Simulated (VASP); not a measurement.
# LaTe4 (P-43m) in VASP: notebook, part 2 of 2

VASP 6.6.1. The steps go on from the part before.

## Step 3: Single point, PBE

This run uses another cell than the first one, of 38.79 Å³/atom.

The input, INCAR:

```
SYSTEM = LaTe4
PREC     = Accurate       ! precision mode
ENCUT    = 520            ! plane-wave cutoff, eV
EDIFF    = 1E-6           ! SCF threshold, eV
ISMEAR   = 0              ! smearing method
SIGMA    = 0.1            ! smearing width, eV
LREAL    = .False.        ! projectors in reciprocal space
LASPH    = .True.         ! aspherical terms in the spheres
NELM     = 100            ! most SCF steps
ALGO     = Normal         ! electronic algorithm
ISIF     = 2              ! what is computed and relaxed
LWAVE    = .False.        ! write WAVECAR
LCHARG   = .False.        ! write CHGCAR
GGA      = PE             ! functional
NBANDS   = 26             ! bands
```

The input, KPOINTS:

```
Automatic mesh
0
Gamma
  4 4 4
  0 0 0
```

The input, POSCAR:

```
LaTe4
1.0
    5.7885635726      0.0000000000      0.0000000000
    0.0000000000      5.7885635726      0.0000000000
    0.0000000000      0.0000000000      5.7885635726
La Te
1 4
Direct
    0.0000000000      0.0000000000      0.0000000000
    0.3052012531      0.3052012531      0.3052012531
    0.6947987469      0.6947987469      0.3052012531
    0.3052012531      0.6947987469      0.6947987469
    0.6947987469      0.3052012531      0.6947987469
```

Potentials or basis: VASP PAW PBE potentials, release 64 (La, Te).

Launch:

```bash
$ cat potpaw_PBE.64/La/POTCAR potpaw_PBE.64/Te/POTCAR > POTCAR
$ mpirun -np 1 vasp_std > vasp.out
```

OUTCAR:

```text
SYSTEM = LaTe4
   PREC = Accurate
   ENCUT = 520
   EDIFF = 1E-6
   ISMEAR = 0
   LREAL = .False.
   LASPH = .True.
   NELM = 100
   ISIF = 2
   GGA = PE

 ion  position               nearest neighbor table
   1  0.000  0.000  0.000-   2 3.06   3 3.06   4 3.06   5 3.06
   2  0.305  0.305  0.305-   1 3.06   3 3.19   4 3.19   5 3.19
   3  0.695  0.695  0.305-   1 3.06   2 3.19   4 3.19   5 3.19
   4  0.305  0.695  0.695-   1 3.06   2 3.19   3 3.19   5 3.19
   5  0.695  0.305  0.695-   1 3.06   2 3.19   3 3.19   4 3.19

  LATTYP: Found a simple cubic cell.
 ALAT       =     5.7885635726

  Lattice vectors:

 A1 = (   5.7885635726,   0.0000000000,   0.0000000000)
 A2 = (   0.0000000000,   5.7885635726,   0.0000000000)
 A3 = (   0.0000000000,   0.0000000000,   5.7885635726)

Analysis of symmetry for initial positions (statically):
=====================================================================
 Subroutine PRICEL returns:
 Original cell was already a primitive cell.

 Routine SETGRP: Setting up the symmetry group for a
 simple cubic supercell.

 Subroutine GETGRP returns: Found 24 space group operations
 (whereof 24 operations were pure point group operations)
 out of a pool of 48 trial point group operations.

The static configuration has the point symmetry T_d .

Analysis of symmetry for dynamics (positions and initial velocities):
=====================================================================
 Subroutine PRICEL returns:
 Original cell was already a primitive cell.

 Routine SETGRP: Setting up the symmetry group for a
 simple cubic supercell.

 Subroutine GETGRP returns: Found 24 space group operations
 (whereof 24 operations were pure point group operations)
 out of a pool of 48 trial point group operations.

The dynamic configuration has the point symmetry T_d .

[... 105 lines left out ...]
   EFERMI_NEDOS =   21; number of points for ismear=-14 and -15
   IALGO  =     38    algorithm
   IMIX   =      4    mixing-type and parameters
     AMIX     =   0.40;   BMIX     =  1.00
     AMIX_MAG =   1.60;   BMIX_MAG =  1.00
  volume/ion in A,a.u.               =      38.79       261.78
  Fermi-wavevector in a.u.,A,eV,Ry     =   0.925110  1.748204 11.644254  0.855828
  Thomas-Fermi vector in A             =   2.050929
   LORBIT       =      0    0 simple, 1 ext, 2 COOP (PROOUT), +10 PAW based schemes
   GGA     = PE    functional components
   LHFCALC =     F    Hartree Fock is set to
   AEXX    =    0.0000 exact exchange contribution
   IVDW    =     0    specifies the selected vdW correction
   LEPSILON=     F    determine dielectric tensor
   LRPA    =     F    only Hartree local field effects (RPA)
 non-spin polarized calculation
 Gauss-broadening in eV      SIGMA  =   0.10
  energy-cutoff  :      520.00
  volume of cell :      193.96
 maximum number of plane-waves:      5248
 NGX is ok and might be reduce to    48
   NGX = 21   NGY = 21   NGZ = 21

 number of electron      34.9999999 magnetization

 Free energy of the ion-electron system (eV)
  ---------------------------------------------------
  ext. energy  EPLUGINS =         0.00000000
  ---------------------------------------------------
  free energy    TOTEN  =       -17.44463785 eV

  energy without entropy =      -17.40374474  energy(sigma->0) =      -17.42419129

 E-fermi :   4.8400     XC(G=0):  -8.6428

 val. band max:        4.8384502648   @ k =   0.5000   0.2500   0.2500
 cond. band min:       4.8547703523   @ k =   0.2500   0.2500   0.2500
 fundamental gap:      0.0163200876
 Fermi energy:         4.8399592691

 k-point     1 :       0.0000    0.0000    0.0000
  band No.  band energies     occupation
      1     -27.9483      2.00000
      2     -11.7778      2.00000
      3     -11.7778      2.00000
      4     -11.7778      2.00000
      5      -7.3823      2.00000
      6      -5.0528      2.00000
[... 279 lines left out ...]
     25       7.0334      0.00000
     26       7.0338      0.00000

------------------------ aborting loop because EDIFF is reached ----------------------------------------

  FORCE on cell =-STRESS in cart. coord.  units (eV):
  Direction    XX          YY          ZZ          XY          YZ          ZX
  --------------------------------------------------------------------------------------
  -------------------------------------------------------------------------------------
  Total        0.3186331      0.3186331      0.3186331      0.0000000     -0.0000000      0.0000000
  in kB        2.6320194      2.6320194      2.6320194      0.0000000     -0.0000000      0.0000000
  external PRESSURE =       2.6320194 kB  Pullay stress =       0.0000000 kB

 VOLUME and BASIS-vectors are now :
 -----------------------------------------------------------------------------
  energy-cutoff  :      520.00
  volume of cell :      193.96
      direct lattice vectors                 reciprocal lattice vectors
     5.788563573  0.000000000  0.000000000     0.172754430  0.000000000  0.000000000
     0.000000000  5.788563573  0.000000000     0.000000000  0.172754430  0.000000000
     0.000000000  0.000000000  5.788563573     0.000000000  0.000000000  0.172754430

 POSITION                                       TOTAL-FORCE (eV/Angst)
 -----------------------------------------------------------------------------------
      0.00000      0.00000      0.00000        -0.000000      0.000000     -0.000000
      1.76668      1.76668      1.76668        -0.016041     -0.016041     -0.016041
      4.02189      4.02189      1.76668         0.016041      0.016041     -0.016041
      1.76668      4.02189      4.02189        -0.016041      0.016041      0.016041
      4.02189      1.76668      4.02189         0.016041     -0.016041      0.016041
 -----------------------------------------------------------------------------------
    total drift:                               -0.000000     -0.000000     -0.000000

  FREE ENERGIE OF THE ION-ELECTRON SYSTEM (eV)
  ---------------------------------------------------
  free  energy   TOTEN  =       -17.4446378461 eV

  energy  without entropy=      -17.4037447383  energy(sigma->0) =      -17.42419129
```

OSZICAR:

```text
N       E                     dE             d eps       ncg     rms          rms(c)
DAV:   1     0.273974626430E+03    0.27397E+03   -0.11863E+04   520   0.129E+03
DAV:   2     0.330000605396E+02   -0.24097E+03   -0.22379E+03   654   0.248E+02
DAV:   3    -0.126153913535E+02   -0.45615E+02   -0.42184E+02   652   0.113E+02
DAV:   4    -0.175782733949E+02   -0.49629E+01   -0.47025E+01   962   0.374E+01
DAV:   5    -0.177875234471E+02   -0.20925E+00   -0.20540E+00   752   0.630E+00    0.910E+00
DAV:   6    -0.174889912402E+02    0.29853E+00   -0.49172E+00   830   0.180E+01    0.543E+00
DAV:   7    -0.174312298752E+02    0.57761E-01   -0.45314E-01   880   0.450E+00    0.362E+00
DAV:   8    -0.174579990559E+02   -0.26769E-01   -0.34803E-01   926   0.404E+00    0.578E-01
DAV:   9    -0.174433970761E+02    0.14602E-01   -0.86301E-02   830   0.230E+00    0.238E-01
DAV:  10    -0.174446537333E+02   -0.12567E-02   -0.11979E-02  1024   0.633E-01    0.252E-01
DAV:  11    -0.174447779103E+02   -0.12418E-03   -0.57463E-04   750   0.176E-01    0.875E-02
DAV:  12    -0.174446327293E+02    0.14518E-03   -0.68903E-04   888   0.163E-01    0.451E-02
DAV:  13    -0.174446373535E+02   -0.46243E-05   -0.42701E-05   832   0.406E-02    0.130E-02
DAV:  14    -0.174446386284E+02   -0.12748E-05   -0.14626E-05   976   0.274E-02    0.100E-02
DAV:  15    -0.174446378461E+02    0.78224E-06   -0.38340E-06   582   0.149E-02
   1 F= -.17444638E+02 E0= -.17424191E+02  d E =-.408931E-01
```

stdout:

```text
POSCAR found type information on POSCAR LaTe
 POSCAR found :  2 types and       5 ions
 scaLAPACK will be used
 LDA part: xc-table for (Slater+PW92), standard interpolation
 POSCAR, INCAR and KPOINTS ok, starting setup
 FFT: planning ... GRIDC
 FFT: planning ... GRID_SOFT
 FFT: planning ... GRID
 WAVECAR not read
 entering main loop
```

It took 42 s on 1 thread of AMD EPYC 9R45 (Zen 5), shared host; peak memory 0.31 GiB.

What came out:

```yaml
Free_energy: -17.4446 eV
Pressure: 0.3 GPa
Largest_force: 0.028 eV/Å
Band_gap_on_the_k_mesh: zero (an odd number of electrons rules out a gap without spin polarisation)
```

Forces in eV/Å, atoms in the order of the input:
```
La   0.000  0.000  0.000
Te  -0.016 -0.016 -0.016
Te   0.016  0.016 -0.016
Te  -0.016  0.016  0.016
Te   0.016 -0.016  0.016
```

Levels at points of the mesh, in eV from the Fermi level:
```tsv
k point	band 14	band 15	band 16	band 17	band 18	band 19	band 20	band 21
(0.00, 0.00, 0.00)	-2.02	-0.44	-0.44	-0.44	0.22	0.22	0.22	1.89
(0.50, 0.00, 0.00)	-2.04	-1.78	-1.06	-0.57	-0.57	0.97	0.97	2.04
(0.50, 0.50, 0.00)	-0.80	-0.74	-0.74	-0.17	0.06	0.06	0.40	2.03
(0.50, 0.50, 0.50)	-0.75	-0.57	-0.57	-0.57	0.60	0.60	0.60	2.04
```

Caveat: spin-orbit coupling is left out, which moves the levels of the heavy elements.

## Step 4: Single point, PBE

This run uses another cell than the first one, of 39.07 Å³/atom.

The input, INCAR:

```
SYSTEM = LaTe4
PREC     = Accurate       ! precision mode
ENCUT    = 520            ! plane-wave cutoff, eV
EDIFF    = 1E-6           ! SCF threshold, eV
ISMEAR   = 0              ! smearing method
SIGMA    = 0.1            ! smearing width, eV
LREAL    = .FALSE.        ! projectors in reciprocal space
LASPH    = .TRUE.         ! aspherical terms in the spheres
NELM     = 100            ! most SCF steps
ALGO     = Normal         ! electronic algorithm
ISIF     = 2              ! what is computed and relaxed
LWAVE    = .FALSE.        ! write WAVECAR
LCHARG   = .FALSE.        ! write CHGCAR
GGA      = PE             ! functional
NBANDS   = 26             ! bands
```

The input, KPOINTS:

```
regular mesh
0
G
  8 8 8
  0 0 0
```

The input, POSCAR:

```
LaTe4
1.0
    5.8024600365      0.0000000000      0.0000000000
    0.0000000000      5.8024600365      0.0000000000
    0.0000000000      0.0000000000      5.8024600365
La Te
1 4
Direct
    0.0000000000      0.0000000000      0.0000000000
    0.3051541803      0.3051541803      0.3051541803
    0.6948458197      0.6948458197      0.3051541803
    0.3051541803      0.6948458197      0.6948458197
    0.6948458197      0.3051541803      0.6948458197
```

Potentials or basis: VASP PAW PBE potentials, release 64 (La, Te).

Launch:

```bash
$ cat potpaw_PBE.64/La/POTCAR potpaw_PBE.64/Te/POTCAR > POTCAR
$ mpirun -np 1 vasp_std > vasp.out
```

OUTCAR:

```text
SYSTEM = LaTe4
   PREC = Accurate
   ENCUT = 520
   EDIFF = 1E-6
   ISMEAR = 0
   LREAL = .FALSE.
   LASPH = .TRUE.
   NELM = 100
   ISIF = 2
   GGA = PE

 ion  position               nearest neighbor table
   1  0.000  0.000  0.000-   2 3.07   3 3.07   4 3.07   5 3.07
   2  0.305  0.305  0.305-   1 3.07   3 3.20   4 3.20   5 3.20
   3  0.695  0.695  0.305-   1 3.07   2 3.20   4 3.20   5 3.20
   4  0.305  0.695  0.695-   1 3.07   2 3.20   3 3.20   5 3.20
   5  0.695  0.305  0.695-   1 3.07   2 3.20   3 3.20   4 3.20

  LATTYP: Found a simple cubic cell.
 ALAT       =     5.8024600365

  Lattice vectors:

 A1 = (   5.8024600365,   0.0000000000,   0.0000000000)
 A2 = (   0.0000000000,   5.8024600365,   0.0000000000)
 A3 = (   0.0000000000,   0.0000000000,   5.8024600365)

Analysis of symmetry for initial positions (statically):
=====================================================================
 Subroutine PRICEL returns:
 Original cell was already a primitive cell.

 Routine SETGRP: Setting up the symmetry group for a
 simple cubic supercell.

 Subroutine GETGRP returns: Found 24 space group operations
 (whereof 24 operations were pure point group operations)
 out of a pool of 48 trial point group operations.

The static configuration has the point symmetry T_d .

Analysis of symmetry for dynamics (positions and initial velocities):
=====================================================================
 Subroutine PRICEL returns:
 Original cell was already a primitive cell.

 Routine SETGRP: Setting up the symmetry group for a
 simple cubic supercell.

 Subroutine GETGRP returns: Found 24 space group operations
 (whereof 24 operations were pure point group operations)
 out of a pool of 48 trial point group operations.

[... 122 lines left out ...]
   EFERMI_NEDOS =   21; number of points for ismear=-14 and -15
   IALGO  =     38    algorithm
   IMIX   =      4    mixing-type and parameters
     AMIX     =   0.40;   BMIX     =  1.00
     AMIX_MAG =   1.60;   BMIX_MAG =  1.00
  volume/ion in A,a.u.               =      39.07       263.67
  Fermi-wavevector in a.u.,A,eV,Ry     =   0.922894  1.744018 11.588546  0.851734
  Thomas-Fermi vector in A             =   2.048471
   LORBIT       =      0    0 simple, 1 ext, 2 COOP (PROOUT), +10 PAW based schemes
   GGA     = PE    functional components
   LHFCALC =     F    Hartree Fock is set to
   AEXX    =    0.0000 exact exchange contribution
   IVDW    =     0    specifies the selected vdW correction
   LEPSILON=     F    determine dielectric tensor
   LRPA    =     F    only Hartree local field effects (RPA)
 non-spin polarized calculation
 Gauss-broadening in eV      SIGMA  =   0.10
  energy-cutoff  :      520.00
  volume of cell :      195.36
 maximum number of plane-waves:      5294
 NGX is ok and might be reduce to    48
   NGX = 21   NGY = 21   NGZ = 21

 number of electron      35.0000000 magnetization

 Free energy of the ion-electron system (eV)
  ---------------------------------------------------
  ext. energy  EPLUGINS =         0.00000000
  ---------------------------------------------------
  free energy    TOTEN  =       -17.49098102 eV

  energy without entropy =      -17.46240871  energy(sigma->0) =      -17.47669486

 E-fermi :   4.7536     XC(G=0):  -8.6133

 val. band max:        4.7051620847   @ k =   0.2500   0.2500   0.1250
 cond. band min:       4.7545059786   @ k =   0.3750   0.2500   0.1250
 fundamental gap:      0.0493438939
 Fermi energy:         4.7536080830

 k-point     1 :       0.0000    0.0000    0.0000
  band No.  band energies     occupation
      1     -28.0496      2.00000
      2     -11.8697      2.00000
      3     -11.8697      2.00000
      4     -11.8697      2.00000
      5      -7.4110      2.00000
      6      -5.1197      2.00000
[... 685 lines left out ...]
     25       6.8254      0.00000
     26       6.9145      0.00000

 [... further k-points ...]

------------------------ aborting loop because EDIFF is reached ----------------------------------------

  FORCE on cell =-STRESS in cart. coord.  units (eV):
  Direction    XX          YY          ZZ          XY          YZ          ZX
  --------------------------------------------------------------------------------------
  -------------------------------------------------------------------------------------
  Total       -0.1044993     -0.1044993     -0.1044993      0.0000000      0.0000000      0.0000000
  in kB       -0.8570132     -0.8570132     -0.8570132      0.0000000      0.0000000      0.0000000
  external PRESSURE =      -0.8570132 kB  Pullay stress =       0.0000000 kB

 VOLUME and BASIS-vectors are now :
 -----------------------------------------------------------------------------
  energy-cutoff  :      520.00
  volume of cell :      195.36
      direct lattice vectors                 reciprocal lattice vectors
     5.802460037  0.000000000  0.000000000     0.172340696  0.000000000  0.000000000
     0.000000000  5.802460037  0.000000000     0.000000000  0.172340696  0.000000000
     0.000000000  0.000000000  5.802460037     0.000000000  0.000000000  0.172340696

 POSITION                                       TOTAL-FORCE (eV/Angst)
 -----------------------------------------------------------------------------------
      0.00000      0.00000      0.00000         0.000000     -0.000000      0.000000
      1.77064      1.77064      1.77064        -0.008515     -0.008515     -0.008515
      4.03182      4.03182      1.77064         0.008515      0.008515     -0.008515
      1.77064      4.03182      4.03182        -0.008515      0.008515      0.008515
      4.03182      1.77064      4.03182         0.008515     -0.008515      0.008515
 -----------------------------------------------------------------------------------
    total drift:                               -0.000000     -0.000000     -0.000000

  FREE ENERGIE OF THE ION-ELECTRON SYSTEM (eV)
  ---------------------------------------------------
  free  energy   TOTEN  =       -17.4909810211 eV

  energy  without entropy=      -17.4624087052  energy(sigma->0) =      -17.47669486
```

stdout:

```text
POSCAR found type information on POSCAR LaTe
 POSCAR found :  2 types and       5 ions
 scaLAPACK will be used
 LDA part: xc-table for (Slater+PW92), standard interpolation
 POSCAR, INCAR and KPOINTS ok, starting setup
 FFT: planning ... GRIDC
 FFT: planning ... GRID_SOFT
 FFT: planning ... GRID
 WAVECAR not read
 entering main loop
```

Run time: 2.1 min. Hardware: 1 thread of AMD EPYC 9R45 (Zen 5), shared host; peak memory 0.4 GiB.

What came out:

| Quantity | Value |
| --- | --- |
| Free energy | -17.4910 eV |
| Pressure | -0.1 GPa |
| Largest force | 0.015 eV/Å |
| Band gap on the k mesh | zero (an odd number of electrons rules out a gap without spin polarisation) |

Forces in eV/Å, atoms in the order of the input:
```
La   0.000  0.000  0.000
Te  -0.009 -0.009 -0.009
Te   0.009  0.009 -0.009
Te  -0.009  0.009  0.009
Te   0.009 -0.009  0.009
```

Caveat: spin-orbit coupling is left out, which moves the levels of the heavy elements.

## Step 5: Summary

```tsv
cell	k mesh	gap on the mesh (eV)	pressure (GPa)	largest force (eV/Å)
a = 5.695 Å, 5 atoms, atomic positions A	4 × 4 × 4	none	17.4	-
a = 5.789 Å, 5 atoms, atomic positions B	4 × 4 × 4	none	0.3	0.03
a = 5.802 Å, 5 atoms, atomic positions B	8 × 8 × 8	none	-0.1	0.01
```

Alike in all rows: task single point; level PBE; potentials or basis VASP PAW PBE potentials, release 64 (La, Te); no spin polarisation; cutoff (eV) 520; smearing gaussian 0.1 eV.

Caveats: spin-orbit coupling is left out, which moves the levels of the heavy elements; the cell stands under pressure (at least some runs).

Absolute energies hang on the potentials; compare differences alone.
